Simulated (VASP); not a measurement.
# Tc (Fm-3m) in VASP: a series of runs

Tc is run at these levels: r2SCAN+rVV10, RPBE, revPBE, BLYP, LDA; tasks: single point, relaxation of cell and atoms.

All numbers are computed with VASP 6.6.1; they aren't measurements. Logs are shortened: lines on timing, memory, paths and dates and some standing lists are left out, and cuts for length are marked.

## (1) The cell of the first run

Symmetry: Fm-3m, No. 225, cubic system. Conventional cell: a = 3.900 Å, b = 3.900 Å, c = 3.900 Å, α = 90.00°, β = 90.00°, γ = 90.00°. Within 3.6 Å of Tc (site symmetry m-3m) lie 12 Tc at 2.76 Å.

## (2) Single point, r2SCAN+rVV10

File POSCAR:

```
Tc
1.0
    0.0000000000      1.9500000000      1.9500000000
    1.9500000000      0.0000000000      1.9500000000
    1.9500000000      1.9500000000      0.0000000000
Tc
1
Direct
    0.0000000000      0.0000000000      0.0000000000
```

File INCAR.step1:

```
SYSTEM = Tc
  PREC = Accurate
  ENCUT = 520
  ISMEAR = 1
  SIGMA = 0.1
  LREAL = .FALSE.
  LASPH = .TRUE.
  NELM = 80
  NBANDS = 12
  GGA = PE
  ALGO = Normal
  EDIFF = 1E-4
  LWAVE = .TRUE.
  LCHARG = .FALSE.
```

File INCAR.step2:

```
SYSTEM = Tc
  PREC = Accurate
  ENCUT = 520
  EDIFF = 1E-6
  ISMEAR = 1
  SIGMA = 0.1
  LREAL = .FALSE.
  LASPH = .TRUE.
  NELM = 80
  ALGO = Normal
  ISIF = 2
  LWAVE = .FALSE.
  LCHARG = .FALSE.
  METAGGA = R2SCAN
  LMIXTAU = .TRUE.
  LUSE_VDW = .TRUE.
  IVDW_NL = 2
  BPARAM = 11.95
  CPARAM = 0.0093
  NBANDS = 12
  ISTART = 1
```

File KPOINTS:

```
regular mesh
0
G
  12 12 12
  0 0 0
```

Potentials or basis: VASP PAW PBE potentials, release 64 (Tc_pv).

Started as:

```console
$ cat potpaw_PBE.64/Tc_pv/POTCAR > POTCAR
$ cp INCAR.step1 INCAR
$ mpirun -np 1 vasp_std > vasp.out
$ cp INCAR.step2 INCAR
$ mpirun -np 1 vasp_std > vasp.out
```

OUTCAR:

```text
SYSTEM = Tc
   PREC = Accurate
   ENCUT = 520
   EDIFF = 1E-6
   ISMEAR = 1
   LREAL = .FALSE.
   LASPH = .TRUE.
   NELM = 80
   ISIF = 2
   METAGGA = R2SCAN
   IVDW_NL = 2
   BPARAM = 11.95
   ISTART = 1

 ion  position               nearest neighbor table
   1  0.000  0.000  0.000-

  LATTYP: Found a face centered cubic cell.
 ALAT       =     3.9000000000

  Lattice vectors:

 A1 = (   0.0000000000,   1.9500000000,   1.9500000000)
 A2 = (   1.9500000000,   0.0000000000,   1.9500000000)
 A3 = (   1.9500000000,   1.9500000000,   0.0000000000)

Analysis of symmetry for initial positions (statically):
=====================================================================
 Subroutine PRICEL returns:
 Original cell was already a primitive cell.

 Routine SETGRP: Setting up the symmetry group for a
 face centered cubic supercell.

 Subroutine GETGRP returns: Found 48 space group operations
[... 9 lines left out ...]

 Routine SETGRP: Setting up the symmetry group for a
 face centered cubic supercell.

 Subroutine GETGRP returns: Found 48 space group operations
[... 11 lines left out ...]
                                     Primitive cell

  volume of cell :      14.8297

  direct lattice vectors                    reciprocal lattice vectors
     0.000000000  1.950000000  1.950000000    -0.256410256  0.256410256  0.256410256
     1.950000000  0.000000000  1.950000000     0.256410256 -0.256410256  0.256410256
     1.950000000  1.950000000  0.000000000     0.256410256  0.256410256 -0.256410256

  length of vectors
     2.757716447  2.757716447  2.757716447     0.444115592  0.444115592  0.444115592

  position of ions in fractional coordinates (direct lattice)
     0.000000000  0.000000000  0.000000000

  ion indices of the primitive-cell ions
   primitive index   ion index
                 1           1

----------------------------------------------------------------------------------------

 KPOINTS: regular mesh

Automatic generation of k-mesh.
 Grid dimensions read from file:
 generate k-points for:   12   12   12

 Generating k-lattice:

  Cartesian coordinates                     Fractional coordinates (reciprocal lattice)
    -0.021367521  0.021367521  0.021367521     0.083333333  0.000000000  0.000000000
     0.021367521 -0.021367521  0.021367521     0.000000000  0.083333333  0.000000000
     0.021367521  0.021367521 -0.021367521     0.000000000  0.000000000  0.083333333

  Length of vectors
     0.037009633  0.037009633  0.037009633

  Shift w.r.t. Gamma in fractional coordinates (k-lattice)
     0.000000000  0.000000000  0.000000000

 Subroutine IBZKPT returns following result:
 ===========================================

 Found     72 irreducible k-points:

 Following reciprocal coordinates:
            Coordinates               Weight
  0.000000  0.000000  0.000000      1.000000
  0.083333  0.000000  0.000000      8.000000
  0.166667  0.000000  0.000000      8.000000
  0.250000  0.000000  0.000000      8.000000
  0.333333  0.000000  0.000000      8.000000
  0.416667  0.000000  0.000000      8.000000
[... 16 lines left out ...]
  0.500000  0.166667  0.000000     24.000000
 -0.416667  0.166667  0.000000     24.000000
 [... further k-points ...]
   k-points           NKPTS =     72   k-points in BZ     NKDIM =     72   number of bands    NBANDS=     12
   number of dos      NEDOS =    301   number of ions     NIONS =      1
   total plane-waves  NPLWV =  13824
   dimension x,y,z NGX =    24 NGY =   24 NGZ =   24
   dimension x,y,z NGXF=    48 NGYF=   48 NGZF=   48
   ions per type =               1
   NGX,Y,Z   is equivalent  to a cutoff of  14.47, 14.47, 14.47 a.u.
   NGXF,Y,Z  is equivalent  to a cutoff of  28.94, 28.94, 28.94 a.u.
 SYSTEM =  Tc
   PREC   = accura    normal or accurate (medium, high low for compatibility)
   ISTART =      1    job   : 0-new  1-cont  2-samecut
   ICHARG =      0    charge: 1-file 2-atom 10-const
   ISPIN  =      1    spin polarized calculation?
   LNONCOLLINEAR =      F non collinear calculations
   LSORBIT =      F    spin-orbit coupling
   LASPH  =      T    aspherical Exc in radial PAW
   ENCUT  =  520.0 eV  38.22 Ry    6.18 a.u.   5.13  5.13  5.13*2*pi/ulx,y,z
   NELM   =     80;   NELMIN=  2; NELMDL=  0     # of ELM steps
   EDIFF  = 0.1E-05   stopping-criterion for ELM
   LREAL  =      F    real-space projection
   EDIFFG = 0.1E-04   stopping-criterion for IOM
   NSW    =      0    number of steps for IOM
   IBRION =     -1    ionic relax: 0-MD 1-quasi-New 2-CG
   NFREE  =      0    steps in history (QN), initial steepest desc. (CG)
   ISIF   =      2    stress and relaxation
   ISYM   =      2    0-nonsym 1-usesym 2-fastsym
   POTIM  = 0.5000    time-step for ionic-motion
   TEBEG  =    0.0;   TEEND  =   0.0 temperature during run
   PSTRESS=    0.0 pullay stress
   NELECT =      13.0000    total number of electrons
   NUPDOWN=      -1.0000    fix difference up-down
[... 47 lines left out ...]
      1     -27.4986      2.00000
      2     -27.4986      2.00000
      3     -27.4986      2.00000
      4       4.3495      2.00000
      5      10.3453      2.00000
      6      10.3453      2.00000
      7      10.3453      2.00000
      8      13.0421     -0.00000
      9      13.0421     -0.00000
     10      26.7516      0.00000
     11      32.6402      0.00000
     12      32.6402      0.00000

 k-point     2 :       0.0833    0.0000    0.0000
  band No.  band energies     occupation
      1     -27.5857      2.00000
      2     -27.5096      2.00000
      3     -27.5096      2.00000
      4       4.6487      2.00000
      5      10.1705      2.00000
      6      10.4723      2.00000
      7      10.4723      2.00000
      8      12.9554     -0.00000
      9      12.9554     -0.00000
     10      27.2785      0.00000
     11      31.3427      0.00000
     12      33.1424      0.00000

 k-point     3 :       0.1667    0.0000    0.0000
  band No.  band energies     occupation
      1     -27.8203      2.00000
      2     -27.5395      2.00000
      3     -27.5395      2.00000
      4       5.4421      2.00000
      5       9.8304      2.00000
      6      10.7309      2.00000
      7      10.7309      2.00000
      8      12.8606     -0.00000
      9      12.8606     -0.00000
     10      28.4348      0.00000
     11      29.3445      0.00000
     12      34.5536      0.00000

 k-point     4 :       0.2500    0.0000    0.0000
  band No.  band energies     occupation
      1     -28.1322      2.00000
      2     -27.5802      2.00000
      3     -27.5802      2.00000
      4       6.3114      2.00000
      5       9.8677      2.00000
      6      10.7786      2.00000
      7      10.7786      2.00000
      8      13.1684     -0.00000
      9      13.1684     -0.00000
     10      27.1549      0.00000
     11      29.5448      0.00000
     12      36.6053      0.00000

 k-point     5 :       0.3333    0.0000    0.0000
  band No.  band energies     occupation
      1     -28.4352      2.00000
      2     -27.6207      2.00000
      3     -27.6207      2.00000
      4       6.6279      2.00000
      5      10.5541      2.00000
      6      10.5541      2.00000
      7      10.8994      2.00000
      8      13.9230     -0.00000
      9      13.9230     -0.00000
     10      25.4674      0.00000
     11      28.4567      0.00000
     12      35.9342      0.00000
[... 228 lines left out ...]
      1     -28.2602      2.00000
      2     -27.7116      2.00000
      3     -27.7061      2.00000
      4       7.1971      2.00000
      5       8.8163      2.00000
      6      10.4328      2.00000
      7      11.6261      2.00000
      8      13.6651     -0.00000
      9      14.3321      0.00000
     10      27.6084      0.00000
     11      30.3390      0.00000
     12      32.6019      0.00000

 k-point    22 :       0.4167    0.1667    0.0000
  band No.  band energies     occupation
      1     -28.4771      2.00000
      2     -27.7819      2.00000
      3     -27.7313      2.00000
      4       7.2974      2.00000
      5       9.3300      2.00000
      6      10.2622      2.00000
      7      11.3962      2.00000
      8      14.9333      0.00000
      9      15.4705      0.00000
     10      25.2513      0.00000
     11      28.9513      0.00000
     12      31.9584      0.00000

 k-point    23 :       0.5000    0.1667    0.0000
  band No.  band energies     occupation
      1     -28.6051      2.00000
      2     -27.8472      2.00000
      3     -27.7313      2.00000
      4       7.2744      2.00000
      5       9.3289      2.00000
      6      10.9184      2.00000
      7      11.1566      2.00000
      8      15.0821      0.00000
      9      17.3066      0.00000
     10      23.0811      0.00000
     11      28.1576      0.00000
     12      31.9170      0.00000

 k-point    24 :      -0.4167    0.1667    0.0000
  band No.  band energies     occupation
      1     -28.6159      2.00000
      2     -27.8881      2.00000
      3     -27.7059      2.00000
      4       7.3570      2.00000
      5       9.3640      2.00000
      6      11.0427      2.00000
      7      11.1624      2.00000
      8      14.5698      0.00000
      9      17.9215      0.00000
     10      22.8358      0.00000
     11      28.0194      0.00000
     12      31.1354      0.00000

 [... further k-points ...]
[... 5 lines left out ...]
  --------------------------------------------------------------------------------------
  -------------------------------------------------------------------------------------
  Total       -1.1543137     -1.1543137     -1.1543137     -0.0000000     -0.0000000      0.0000000
  in kB     -124.7098105   -124.7098105   -124.7098105     -0.0000000     -0.0000000      0.0000000
  external PRESSURE =    -124.7098105 kB  Pullay stress =       0.0000000 kB

 VOLUME and BASIS-vectors are now :
 -----------------------------------------------------------------------------
  energy-cutoff  :      520.00
  volume of cell :       14.83
      direct lattice vectors                 reciprocal lattice vectors
     0.000000000  1.950000000  1.950000000    -0.256410256  0.256410256  0.256410256
     1.950000000  0.000000000  1.950000000     0.256410256 -0.256410256  0.256410256
     1.950000000  1.950000000  0.000000000     0.256410256  0.256410256 -0.256410256

 POSITION                                       TOTAL-FORCE (eV/Angst)
 -----------------------------------------------------------------------------------
      0.00000      0.00000      0.00000         0.000000      0.000000      0.000000
 -----------------------------------------------------------------------------------
    total drift:                               -0.000000      0.000000      0.000000

  FREE ENERGIE OF THE ION-ELECTRON SYSTEM (eV)
  ---------------------------------------------------
  free  energy   TOTEN  =       -25.6711444678 eV

  energy  without entropy=      -25.6711568293  energy(sigma->0) =      -25.67114859
```

Run time: 28 s. Hardware: 1 thread of Intel Xeon 6975P-C (Granite Rapids), shared host; peak memory 0.21 GiB.

Results:

- Free energy: -25.6711 eV
- Pressure: -12.5 GPa

Caveat: the PAW data sets were made with another functional, which shifts forces and pressure a little.

## (3) Relaxation of cell and atoms, RPBE

File INCAR:

```
SYSTEM = Tc
  ALGO = Normal
  EDIFF = 1E-7
  EDIFFG = -0.01
  ENCUT = 600
  GGA = RP
  IBRION = 2
  ISIF = 3
  ISMEAR = -1
  LASPH = .TRUE.
  LCHARG = .FALSE.
  LREAL = .FALSE.
  LWAVE = .FALSE.
  NELM = 100
  NSW = 80
  PREC = Accurate
  SIGMA = 0.05
```

File KPOINTS:

```
k-points
0
G
  12 12 12
  0 0 0
```

POSCAR is that of step 2.

Potentials or basis: VASP PAW PBE potentials, release 64 (Tc_pv).

Started as:

```console
$ cat potpaw_PBE.64/Tc_pv/POTCAR > POTCAR
$ mpirun -np 1 vasp_std > vasp.out
```

Wall time 10 s (1 thread of Intel Xeon 6975P-C (Granite Rapids), shared host); peak memory 0.14 GiB.

The run converged. Its results:

```yaml
Free_energy: -9.6659 eV
Relaxed_volume: 14.67 Å³/atom
Relaxed_cell: a = 2.748 Å, b = 2.748 Å, c = 2.748 Å, α = 60.00°, β = 60.00°, γ = 60.00°
Space_group_after_relaxing_to_0.05_Å: Fm-3m (No. 225)
Energy_gained_by_relaxing: 1.5 meV/atom
Ionic_steps: 3
Pressure_after_relaxing: 0.0 GPa
```

The path:
| step | energy change (eV) | largest force (eV/Å) | pressure (GPa) | volume (Å³) |
| --- | --- | --- | --- | --- |
| 1 | 0.0000 | 0.0000 | -2.94 | 14.83 |
| 2 | 0.0098 | 0.0000 | 8.88 | 14.25 |
| 3 | -0.0015 | 0.0000 | -0.01 | 14.67 |

Final structure:
```
Tc
1.0
     0.00000    1.94315    1.94315
     1.94315    0.00000    1.94315
     1.94315    1.94315    0.00000
Tc
1
Direct
  0.00000 0.00000 0.00000
```

Levels at points of the mesh, in eV from the Fermi level:
```tsv
k point	band 5	band 6	band 7	band 8	band 9	band 10
(0.00, 0.00, 0.00)	-1.79	-1.79	-1.79	0.75	0.75	13.96
(0.50, 0.00, 0.00)	-1.95	-1.95	1.17	2.71	2.71	10.48
(0.50, 0.50, 0.00)	-5.23	2.66	3.26	3.26	3.74	12.89
```

Caveat: the PAW data sets were made with another functional, which shifts forces and pressure a little.

## (4) Relaxation of cell and atoms, revPBE

File INCAR:

```
SYSTEM = Tc
ALGO = Normal ; EDIFF = 1E-6
EDIFFG = -0.01 ; ENCUT = 600
GGA = RE ; IBRION = 2
ISIF = 3 ; ISMEAR = -1
LASPH = .True. ; LCHARG = .False.
LREAL = .False. ; LWAVE = .False.
NELM = 100 ; NSW = 80
PREC = Accurate ; SIGMA = 0.05
```

File KPOINTS:

```
k-points
0
Gamma
  12 12 12
  0 0 0
```

POSCAR is that of step 3.

Started as:

```console
$ cat potpaw_PBE.64/Tc_pv/POTCAR > POTCAR
$ mpirun -np 1 vasp_std > vasp.out
```

Run time: 9.4 s. Hardware: 1 thread of Intel Xeon 6975P-C (Granite Rapids), shared host; peak memory 0.15 GiB.

Results (log left out):

- Free energy: -9.7981 eV
- Relaxed volume: 14.62 Å³/atom
- Relaxed cell: a = 2.745 Å, b = 2.745 Å, c = 2.745 Å, α = 60.00°, β = 60.00°, γ = 60.00°
- Space group after relaxing (to 0.05 Å): Fm-3m (No. 225)
- Energy gained by relaxing: 2.7 meV/atom
- Ionic steps: 3
- Pressure after relaxing: -0.1 GPa

The path:
```tsv
step	energy change (eV)	largest force (eV/Å)	pressure (GPa)	volume (Å³)
1	0.0000	0.0000	-3.98	14.83
2	0.0184	0.0000	12.48	14.05
3	-0.0027	0.0000	-0.06	14.62
```

Final structure:
```yaml
crystal:
  lattice:
    - [0.00000, 1.94075, 1.94075]
    - [1.94075, 0.00000, 1.94075]
    - [1.94075, 1.94075, 0.00000]
  atoms:
    - { symbol: Tc, position: [0.00000, 0.00000, 0.00000] }
```

Levels at points of the mesh, in eV from the Fermi level:
| k point | band 4 | band 5 | band 6 | band 7 | band 8 | band 9 | band 10 |
| --- | --- | --- | --- | --- | --- | --- | --- |
| (0.00, 0.00, 0.00) | -7.45 | -1.80 | -1.80 | -1.80 | 0.76 | 0.76 | 13.96 |
| (0.50, 0.00, 0.00) | -5.48 | -1.96 | -1.96 | 1.18 | 2.73 | 2.73 | 10.52 |
| (0.50, 0.50, 0.00) | -5.83 | -5.25 | 2.68 | 3.28 | 3.28 | 3.76 | 12.91 |

Caveat: the PAW data sets were made with another functional, which shifts forces and pressure a little.

## (5) Relaxation of cell and atoms, BLYP

File INCAR:

```
AGGAC    = 1.0          
AGGAX    = 1.0          
ALDAC    = 0.0          
ALDAX    = 1.0          
ALGO     = Normal         # electronic algorithm
EDIFF    = 1E-6           # SCF threshold, eV
EDIFFG   = -0.01          # ionic threshold
ENCUT    = 600            # plane-wave cutoff, eV
GGA      = B5             # functional
IBRION   = 2              # ionic algorithm
ISIF     = 3              # what is computed and relaxed
ISMEAR   = -1             # smearing method
LASPH    = T              # aspherical terms in the spheres
LCHARG   = F              # write CHGCAR
LREAL    = F              # projectors in reciprocal space
LWAVE    = F              # write WAVECAR
NELM     = 80             # most SCF steps
NSW      = 80             # ionic steps
PREC     = Accurate       # precision mode
SIGMA    = 0.05           # smearing width, eV
```

File KPOINTS:

```
k-points
0
Gamma
  12 12 12
```

POSCAR is that of step 4.

Started as:

```console
$ cat potpaw_PBE.64/Tc_pv/POTCAR > POTCAR
$ mpirun -np 1 vasp_std > vasp.out
```

It took 18 s on 1 thread of Intel Xeon 6975P-C (Granite Rapids), shared host; peak memory 0.15 GiB.

It converged, with:

* Free energy: -8.8863 eV
* Relaxed volume: 15.15 Å³/atom
* Relaxed cell: a = 2.778 Å, b = 2.778 Å, c = 2.778 Å, α = 60.00°, β = 60.00°, γ = 60.00°
* Space group after relaxing (to 0.05 Å): Fm-3m (No. 225)
* Energy gained by relaxing: 5.6 meV/atom
* Ionic steps: 3
* Pressure after relaxing: -0.1 GPa

Step by step:
```
step  energy change (eV)  largest force (eV/Å)  pressure (GPa)  volume (Å³)
   1              0.0000                0.0000            5.81        14.83
   2              0.0313                0.0000          -12.91        16.01
   3             -0.0056                0.0000           -0.08        15.15
```

Final structure:
```
Tc
1.0
     0.00000    1.96400    1.96400
     1.96400    0.00000    1.96400
     1.96400    1.96400    0.00000
Tc
1
Direct
  0.00000 0.00000 0.00000
```

Levels at points of the mesh, in eV from the Fermi level:
```csv
k point,band 3,band 4,band 5,band 6,band 7,band 8,band 9,band 10
"(0.00, 0.00, 0.00)",-38.35,-7.09,-1.74,-1.74,-1.74,0.67,0.67,14.22
"(0.50, 0.00, 0.00)",-38.50,-5.20,-1.87,-1.87,1.40,2.54,2.54,10.06
"(0.50, 0.50, 0.00)",-38.74,-5.47,-4.98,2.49,3.07,3.07,3.83,12.80
```

Caveat: the PAW data sets were made with another functional, which shifts forces and pressure a little. BLYP gives volumes clearly too large for solids.

## (6) Single point, LDA, non-collinear spin, zero start, spin-orbit coupling

This run uses another cell than the first one, of 13.84 Å³/atom, 0.934 times its volume.

File INCAR:

```
SYSTEM = Tc
ALGO = Normal ; EDIFF = 1E-7
ENCUT = 520 ; GGA = CA
GGA_COMPAT = .False. ; ISIF = 2
ISMEAR = -1 ; LASPH = .True.
LCHARG = .False. ; LMAXMIX = 4
LORBIT = 11 ; LORBMOM = .True.
LREAL = .False. ; LSORBIT = .True.
LWAVE = .False. ; MAGMOM = 0 0 0
NBANDS = 24 ; NELM = 150
PREC = Accurate ; SIGMA = 0.05
```

File KPOINTS:

```
k-points
0
Gamma
  9 9 9
  0 0 0
```

File POSCAR:

```
Tc
1.0
    0.0000000000      1.9058176686      1.9058176686
    1.9058176686      0.0000000000      1.9058176686
    1.9058176686      1.9058176686      0.0000000000
Tc
1
Direct
    0.0000000000      0.0000000000      0.0000000000
```

Potentials or basis: VASP PAW LDA potentials, release 64 (Tc_pv).

Started as:

```console
$ cat potpaw_LDA.64/Tc_pv/POTCAR > POTCAR
$ mpirun -np 1 vasp_ncl > vasp.out
```

Wall time 9.9 s (1 thread of Intel Xeon 6975P-C (Granite Rapids), shared host); peak memory 0.15 GiB.

Results (log left out):

```yaml
Free_energy: -11.7516 eV
Pressure: 0.1 GPa
Net_moment: 0.00 μB per cell
Valence_electrons_inside_the_program's_atomic_spheres: Tc 12.20
```

Moments on the atoms (μB; x, y, z):
```
Tc  0.00 0.00 0.00
```

## (7) The runs side by side

| task | level | potentials or basis | spin | cell | k mesh | cutoff (eV) | smearing | gap on the mesh (eV) | pressure (GPa) | relaxed volume (Å³/atom) |
| --- | --- | --- | --- | --- | --- | --- | --- | --- | --- | --- |
| single point | r2SCAN+rVV10 | VASP PAW PBE potentials, release 64 (Tc_pv) | off | a = 2.758 Å, angles 60.0°, 1 atom | 12 × 12 × 12 | 520 | methfessel-paxton 0.1 eV | none | -12.5 | - |
| relaxation of cell and atoms | RPBE | VASP PAW PBE potentials, release 64 (Tc_pv) | off | relaxed from a = 2.758 Å, angles 60.0°, 1 atom | 12 × 12 × 12 | 600 | fermi-dirac 0.05 eV | none | 0.0 | 14.67 |
| relaxation of cell and atoms | revPBE | VASP PAW PBE potentials, release 64 (Tc_pv) | off | relaxed from a = 2.758 Å, angles 60.0°, 1 atom | 12 × 12 × 12 | 600 | fermi-dirac 0.05 eV | none | -0.1 | 14.62 |
| relaxation of cell and atoms | BLYP | VASP PAW PBE potentials, release 64 (Tc_pv) | off | relaxed from a = 2.758 Å, angles 60.0°, 1 atom | 12 × 12 × 12 | 600 | fermi-dirac 0.05 eV | none | -0.1 | 15.15 |
| single point | LDA | VASP PAW LDA potentials, release 64 (Tc_pv) | non-collinear, zero start, SOC | a = 2.695 Å, angles 60.0°, 1 atom | 9 × 9 × 9 | 520 | fermi-dirac 0.05 eV | - | 0.1 | - |

Caveats: the PAW data sets were made with another functional, which shifts forces and pressure a little (some runs).

Absolute energies hang on the potentials; compare differences alone.
